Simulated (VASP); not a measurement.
BiTe: single point with r2SCAN

BiTe:

```
Bi Te
1.0
     0.00000    2.95954    2.95954
     2.95954    0.00000    2.95954
     2.95954    2.95954    0.00000
Bi Te
1 1
Cartesian
  0.0000 0.0000 0.0000
  2.9595 2.9595 2.9595
```

```json
{
  "Program": "VASP 6.6.1",
  "Task": "single point",
  "Functional": "r2SCAN",
  "Potentials or basis": "VASP PAW PBE potentials, release 64 (Bi_d, Te)",
  "Cutoff": "520 eV",
  "k mesh": "12 × 12 × 12",
  "Occupations": "gaussian, width 0.1 eV",
  "Spin": "no spin polarisation"
}
```

The pressure is 25.1 GPa and the band gap on the k mesh is zero (an odd number of electrons rules out a gap without spin polarisation).

Levels at points of the mesh, in eV from the Fermi level:
```tsv
k point	band 6	band 7	band 8	band 9	band 10	band 11	band 12	band 13	band 14	band 15
(0.00, 0.00, 0.00)	-16.53	-7.02	-3.69	-3.69	-3.69	2.76	2.76	2.76	4.46	4.46
(0.50, 0.00, 0.00)	-13.59	-13.12	-2.76	-2.76	-1.39	-1.28	-1.28	-0.82	8.54	8.69
(0.50, 0.50, 0.00)	-13.58	-10.44	-8.16	-5.84	-5.84	1.36	5.16	5.16	7.59	9.84
```

Wall time 2.9 min on 1 thread of Intel(R) Xeon(R) Platinum 8259CL CPU @ 2.50GHz (Skylake/Cascade Lake), with other jobs on the host, peak memory 0.23 GiB.

Caveat: the cell stands under pressure; the PAW data sets were made with another functional, which shifts forces and pressure a little; spin-orbit coupling is left out, which moves the levels of the heavy elements.
